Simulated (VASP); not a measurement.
Crystal: BiSe4.

```
Bi Se
1.0
     0.00000    5.23032    5.23032
     5.23032    0.00000    5.23032
     5.23032    5.23032    0.00000
Bi Se
2 8
Direct
  0.00000 0.00000 0.00000
  0.25000 0.25000 0.25000
  0.85707 0.85707 0.85707
  0.85707 0.85707 0.42880
  0.85707 0.42880 0.85707
  0.42880 0.85707 0.85707
  0.39293 0.39293 0.82120
  0.39293 0.39293 0.39293
  0.39293 0.82120 0.39293
  0.82120 0.39293 0.39293
```

The cell was generated, and may not be a known phase.

| Item | Value |
| --- | --- |
| Program | VASP 6.6.1 |
| Task | relaxation of cell and atoms |
| Functional | PBE |
| Potentials or basis | VASP PAW PBE potentials, release 64 (Bi_d, Se) |
| Cutoff | 600 eV |
| k mesh | 4 × 4 × 4 |
| Occupations | gaussian, width 0.1 eV |
| Spin | no spin polarisation |

At the start: pressure 1.8 GPa; volume 28.62 Å³/atom.

Question: Where does the relaxation end?

Answer: Over 5 steps the energy falls by 75.2 meV/atom and the volume is 28.45 Å³/atom (-0.6 %); space group Fd-3m (No. 227, to 0.1 Å) before and after.

The path:
```tsv
step	energy change (eV)	largest force (eV/Å)	pressure (GPa)	volume (Å³)
1	0.0000	0.9962	1.75	286.16
2	-0.3221	0.5912	-1.07	299.31
3	-0.3547	0.4708	-1.99	305.17
4	-0.6313	0.3260	-1.25	295.21
5	-0.7517	0.0143	0.21	284.48
```

Final structure:
```cif
data_structure
_symmetry_space_group_name_H-M 'P 1'
_symmetry_Int_Tables_number 1
_cell_length_a 7.3823
_cell_length_b 7.3823
_cell_length_c 7.3823
_cell_angle_alpha 60.000
_cell_angle_beta 60.000
_cell_angle_gamma 60.000
_cell_volume 284.48
loop_
_atom_site_label
_atom_site_type_symbol
_atom_site_fract_x
_atom_site_fract_y
_atom_site_fract_z
_atom_site_occupancy
Bi1 Bi 0.00000 0.00000 0.00000 1
Bi2 Bi 0.25000 0.25000 0.25000 1
Se1 Se 0.84721 0.84721 0.84721 1
Se2 Se 0.84721 0.84721 0.45837 1
Se3 Se 0.84721 0.45837 0.84721 1
Se4 Se 0.45837 0.84721 0.84721 1
Se5 Se 0.40279 0.40279 0.79163 1
Se6 Se 0.40279 0.40279 0.40279 1
Se7 Se 0.40279 0.79163 0.40279 1
Se8 Se 0.79163 0.40279 0.40279 1
```
